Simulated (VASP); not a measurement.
# WC in VASP: further runs, part 2 of 2

VASP 6.6.1. The steps go on from the part before.

**5. Single point, r2SCAN**

Input file POSCAR:

```
WC
1.0
    0.0000000000      2.1926800000      2.1926800000
    2.1926800000      0.0000000000      2.1926800000
    2.1926800000      2.1926800000      0.0000000000
W C
1 1
Direct
   -0.0008096001      0.0003498317      0.0001455064
    0.5123917145      0.4946454869      0.4977728831
```

Input file INCAR.step1:

```
PREC     = Accurate       # precision mode
ENCUT    = 660            # plane-wave cutoff, eV
ISMEAR   = -1             # smearing method
SIGMA    = 0.1            # smearing width, eV
LREAL    = False          # projectors in reciprocal space
LASPH    = True           # aspherical terms in the spheres
NELM     = 120            # most SCF steps
NBANDS   = 16             # bands
GGA      = PE             # functional
ALGO     = Normal         # electronic algorithm
EDIFF    = 1E-5           # SCF threshold, eV
LWAVE    = True           # write WAVECAR
LCHARG   = False          # write CHGCAR
GGA_COMPAT= False
```

Input file INCAR.step2:

```
PREC     = Accurate       # precision mode
ENCUT    = 660            # plane-wave cutoff, eV
EDIFF    = 1E-6           # SCF threshold, eV
ISMEAR   = -1             # smearing method
SIGMA    = 0.1            # smearing width, eV
LREAL    = False          # projectors in reciprocal space
LASPH    = True           # aspherical terms in the spheres
NELM     = 120            # most SCF steps
ALGO     = Normal         # electronic algorithm
ISIF     = 2              # what is computed and relaxed
LWAVE    = False          # write WAVECAR
LCHARG   = True           # write CHGCAR
METAGGA  = R2SCAN         # meta-GGA
LMIXTAU  = True         
LELF     = True           # ELF
LVHAR    = True         
NBANDS   = 16             # bands
ISTART   = 1            
GGA_COMPAT= False
```

Input file KPOINTS:

```
Automatic mesh
0
Gamma
  4 4 4
```

Potentials or basis: VASP PAW PBE potentials, release 64 (W_sv, C).

Launch:

```
$ cat potpaw_PBE.64/W_sv/POTCAR potpaw_PBE.64/C/POTCAR > POTCAR
$ cp INCAR.step1 INCAR
$ mpirun -np 1 vasp_std > vasp.out
$ cp INCAR.step2 INCAR
$ mpirun -np 1 vasp_std > vasp.out
```

OUTCAR:

```text
PREC = Accurate
   ENCUT = 660
   EDIFF = 1E-6
   ISMEAR = -1
   LREAL = False
   LASPH = True
   NELM = 120
   ISIF = 2
   METAGGA = R2SCAN
   ISTART = 1

 ion  position               nearest neighbor table
   1  0.999  0.000  0.000-   2 2.17   2 2.18   2 2.18   2 2.21   2 2.21   2 2.22
   2  0.512  0.495  0.498-   1 2.17   1 2.18   1 2.18   1 2.21   1 2.21   1 2.22

  LATTYP: Found a face centered cubic cell.
 ALAT       =     4.3853600000

  Lattice vectors:

 A1 = (   0.0000000000,   2.1926800000,   2.1926800000)
 A2 = (   2.1926800000,   0.0000000000,   2.1926800000)
 A3 = (   2.1926800000,   2.1926800000,   0.0000000000)

Analysis of symmetry for initial positions (statically):
=====================================================================
 Subroutine PRICEL returns:
 Original cell was already a primitive cell.

 Routine SETGRP: Setting up the symmetry group for a
 face centered cubic supercell.

 Subroutine GETGRP returns: Found  1 space group operations
 (whereof  1 operations were pure point group operations)
 out of a pool of 48 trial point group operations.

The static configuration has the point symmetry C_1 .

Analysis of symmetry for dynamics (positions and initial velocities):
=====================================================================
 Subroutine PRICEL returns:
 Original cell was already a primitive cell.

 Routine SETGRP: Setting up the symmetry group for a
 face centered cubic supercell.

 Subroutine GETGRP returns: Found  1 space group operations
 (whereof  1 operations were pure point group operations)
 out of a pool of 48 trial point group operations.

The dynamic configuration has the point symmetry C_1 .

 Subroutine INISYM returns: Found  1 space group operations
 (whereof  1 operations are pure point group operations),
 and found     1 'primitive' translations

----------------------------------------------------------------------------------------

                                     Primitive cell

  volume of cell :      21.0841

  direct lattice vectors                    reciprocal lattice vectors
     0.000000000  2.192680000  2.192680000    -0.228031450  0.228031450  0.228031450
     2.192680000  0.000000000  2.192680000     0.228031450 -0.228031450  0.228031450
     2.192680000  2.192680000  0.000000000     0.228031450  0.228031450 -0.228031450

  length of vectors
     3.100917794  3.100917794  3.100917794     0.394962057  0.394962057  0.394962057

  position of ions in fractional coordinates (direct lattice)
     0.999190400  0.000349832  0.000145506
     0.512391714  0.494645487  0.497772883

  ion indices of the primitive-cell ions
   primitive index   ion index
                 1           1
                 2           2

----------------------------------------------------------------------------------------

 KPOINTS: Automatic mesh

Automatic generation of k-mesh.
 Grid dimensions read from file:
 generate k-points for:    4    4    4

 Generating k-lattice:

  Cartesian coordinates                     Fractional coordinates (reciprocal lattice)
    -0.057007863  0.057007863  0.057007863     0.250000000  0.000000000  0.000000000
     0.057007863 -0.057007863  0.057007863     0.000000000  0.250000000  0.000000000
     0.057007863  0.057007863 -0.057007863     0.000000000  0.000000000  0.250000000

  Length of vectors
     0.098740514  0.098740514  0.098740514

  Shift w.r.t. Gamma in fractional coordinates (k-lattice)
     0.000000000  0.000000000  0.000000000

 Subroutine IBZKPT returns following result:
 ===========================================

 Found     36 irreducible k-points:

 Following reciprocal coordinates:
            Coordinates               Weight
  0.000000  0.000000  0.000000      1.000000
  0.250000  0.000000  0.000000      2.000000
  0.000000  0.250000  0.000000      2.000000
  0.000000  0.000000  0.250000      2.000000
  0.250000  0.250000  0.250000      2.000000
  0.500000  0.000000  0.000000      1.000000
[... 16 lines left out ...]
  0.250000  0.500000  0.500000      2.000000
  0.500000  0.000000  0.250000      2.000000
 [... further k-points ...]
   k-points           NKPTS =     36   k-points in BZ     NKDIM =     36   number of bands    NBANDS=     16
   number of dos      NEDOS =    301   number of ions     NIONS =      2
   total plane-waves  NPLWV =  21952
   dimension x,y,z NGX =    28 NGY =   28 NGZ =   28
   dimension x,y,z NGXF=    56 NGYF=   56 NGZF=   56
   ions per type =               1   1
   NGX,Y,Z   is equivalent  to a cutoff of  15.01, 15.01, 15.01 a.u.
   NGXF,Y,Z  is equivalent  to a cutoff of  30.02, 30.02, 30.02 a.u.
 SYSTEM =  unknown system
   PREC   = accura    normal or accurate (medium, high low for compatibility)
   ISTART =      1    job   : 0-new  1-cont  2-samecut
   ICHARG =      0    charge: 1-file 2-atom 10-const
   ISPIN  =      1    spin polarized calculation?
   LNONCOLLINEAR =      F non collinear calculations
   LSORBIT =      F    spin-orbit coupling
   LASPH  =      T    aspherical Exc in radial PAW
   ENCUT  =  660.0 eV  48.51 Ry    6.96 a.u.   6.50  6.50  6.50*2*pi/ulx,y,z
   NELM   =    120;   NELMIN=  2; NELMDL=  0     # of ELM steps
   EDIFF  = 0.1E-05   stopping-criterion for ELM
   LREAL  =      F    real-space projection
   EDIFFG = 0.1E-04   stopping-criterion for IOM
   NSW    =      0    number of steps for IOM
   IBRION =     -1    ionic relax: 0-MD 1-quasi-New 2-CG
   NFREE  =      0    steps in history (QN), initial steepest desc. (CG)
   ISIF   =      2    stress and relaxation
   ISYM   =      2    0-nonsym 1-usesym 2-fastsym
   POTIM  = 0.5000    time-step for ionic-motion
   TEBEG  =    0.0;   TEEND  =   0.0 temperature during run
   PSTRESS=    0.0 pullay stress
   NELECT =      18.0000    total number of electrons
   NUPDOWN=      -1.0000    fix difference up-down
   EMIN   =  10.00;   EMAX   =-10.00  energy-range for DOS
   EFERMI =   0.00;   METHOD = LEGACY
   ISMEAR =    -1;   SIGMA  =   0.10  broadening in eV -4-tet -1-fermi 0-gaus
   EFERMI_NEDOS =   21; number of points for ismear=-14 and -15
   IALGO  =     38    algorithm
   IMIX   =      4    mixing-type and parameters
     AMIX     =   0.40;   BMIX     =  1.00
     AMIX_MAG =   1.60;   BMIX_MAG =  1.00
  volume/ion in A,a.u.               =      10.54        71.14
  Fermi-wavevector in a.u.,A,eV,Ry     =   1.553032  2.934805 32.816007  2.411908
  Thomas-Fermi vector in A             =   2.657321
   LORBIT       =      0    0 simple, 1 ext, 2 COOP (PROOUT), +10 PAW based schemes
   METAGGA = R2SCAN    functional components
   LHFCALC =     F    Hartree Fock is set to
   AEXX    =    0.0000 exact exchange contribution
   IVDW    =     0    specifies the selected vdW correction
   LEPSILON=     F    determine dielectric tensor
   LRPA    =     F    only Hartree local field effects (RPA)
 non-spin polarized calculation
  energy-cutoff  :      660.00
  volume of cell :       21.08
 maximum number of plane-waves:       869
 NGX is ok and might be reduce to    28
   NGX = 13   NGY = 13   NGZ = 13

 number of electron      18.0000002 magnetization

 Free energy of the ion-electron system (eV)
  ---------------------------------------------------
  ext. energy  EPLUGINS =         0.00000000
  ---------------------------------------------------
  free energy    TOTEN  =       -60.76337661 eV

  energy without entropy =      -60.73219557  energy(sigma->0) =      -60.74778609

 E-fermi :  12.0706     XC(G=0): -14.8474

 val. band max:       11.9608436382   @ k =  -0.2500   0.2500   0.0000
 cond. band min:      12.2493165516   @ k =   0.2500   0.2500   0.0000
 fundamental gap:      0.2884729135
 Fermi energy:        12.0705570634

 k-point     1 :       0.0000    0.0000    0.0000
  band No.  band energies     occupation
      1     -65.0233      2.00000
      2     -28.3624      2.00000
      3     -28.3621      2.00000
      4     -28.3616      2.00000
      5      -4.3230      2.00000
      6       9.5193      2.00000
[... 8 lines left out ...]
     15      23.0321      0.00000
     16      36.2203      0.00000
[... 419 lines left out ...]
 k-point    24 :       0.5000    0.0000    0.2500
  band No.  band energies     occupation
      1     -64.9747      2.00000
      2     -28.8675      2.00000
      3     -28.5963      2.00000
      4     -28.5070      2.00000
      5      -1.1226      2.00000
      6       4.3308      2.00000
[... 8 lines left out ...]
     15      23.8412      0.00000
     16      27.5822      0.00000

 [... further k-points ...]
[... 5 lines left out ...]
  --------------------------------------------------------------------------------------
  -------------------------------------------------------------------------------------
  Total       -0.6250733     -0.6070291     -0.6282049     -0.0045057      0.0041578     -0.0030289
  in kB      -47.4991450    -46.1279688    -47.7371137     -0.3423838      0.3159531     -0.2301664
  external PRESSURE =     -47.1214092 kB  Pullay stress =       0.0000000 kB

 VOLUME and BASIS-vectors are now :
 -----------------------------------------------------------------------------
  energy-cutoff  :      660.00
  volume of cell :       21.08
      direct lattice vectors                 reciprocal lattice vectors
     0.000000000  2.192680000  2.192680000    -0.228031450  0.228031450  0.228031450
     2.192680000  0.000000000  2.192680000     0.228031450 -0.228031450  0.228031450
     2.192680000  2.192680000  0.000000000     0.228031450  0.228031450 -0.228031450

 POSITION                                       TOTAL-FORCE (eV/Angst)
 -----------------------------------------------------------------------------------
      0.00109      2.19122      2.19167        -0.202257      0.271117      0.187735
      2.17606      2.21497      2.20811         0.202257     -0.271117     -0.187735
 -----------------------------------------------------------------------------------
    total drift:                               -0.000060      0.000061      0.000061

  FREE ENERGIE OF THE ION-ELECTRON SYSTEM (eV)
  ---------------------------------------------------
  free  energy   TOTEN  =       -60.7633766101 eV

  energy  without entropy=      -60.7321955702  energy(sigma->0) =      -60.74778609
```

Run time: 34 s. Hardware: 1 thread of Intel Xeon 6975P-C (Granite Rapids), shared host; peak memory 0.17 GiB.

What came out:

| Property | Result |
| --- | --- |
| Free energy | -60.7634 eV |
| Pressure | -4.7 GPa |
| Largest force | 0.387 eV/Å |
| Band gap on the k mesh | zero (band 9 reaches 13.51 eV, above the bottom of band 10 at 11.07 eV) |

Forces in eV/Å, atoms in the order of the input:
```
W   -0.202  0.271  0.188
C    0.202 -0.271 -0.188
```

Caveat: the k points lie up to 0.62 Å⁻¹ apart; the PAW data sets were made with another functional, which shifts forces and pressure a little; spin-orbit coupling is left out, which moves the levels of the heavy elements.
